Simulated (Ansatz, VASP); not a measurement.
## Two plane-wave programs on TiO2

```
O Ti
1.0
     3.77067    0.00000    0.00000
     0.00000    3.77067    0.00000
     0.00000    0.00000   27.74207
O Ti
12 6
Direct
  0.00000 0.00000 0.26971
  0.50000 0.50000 0.30014
  0.50000 0.00000 0.35611
  0.00000 0.50000 0.38560
  0.50000 0.50000 0.44223
  0.00000 0.00000 0.47153
  0.00000 0.50000 0.52847
  0.50000 0.00000 0.55777
  0.00000 0.00000 0.61440
  0.50000 0.50000 0.64389
  0.50000 0.00000 0.69986
  0.00000 0.50000 0.73029
  0.50000 0.00000 0.28707
  0.50000 0.50000 0.37064
  0.00000 0.50000 0.45692
  0.00000 0.00000 0.54308
  0.50000 0.00000 0.62936
  0.50000 0.50000 0.71293
```

Alike in both runs: functional PBEsol; k mesh 7 × 7 × 1; occupations gaussian, width 0.05 eV; no spin polarisation.

Ansatz relaxed the structure, and its values are those at the end. VASP's run is a single point on that final structure, the one shown.

|  | VASP | Ansatz |
| --- | --- | --- |
| version | VASP 6.6.1 | Ansatz 0.2.0 |
| potentials or method | VASP PAW PBE potentials, release 64 (O, Ti_sv), cutoff 520 eV | scalar-relativistic, plane waves, PAW |
| valence electrons in the cell | 144 | 144 |

```csv
,VASP,Ansatz,Ansatz less VASP
gap on the k mesh at the Fermi level (eV),1.42,1.44,+0.024
least direct gap on the mesh (eV),1.76,1.78,+0.021
rms of the force components (eV/Å),0.020,0.002,-0.0176
```

VASP's potentials were made for PBE, not for PBEsol.
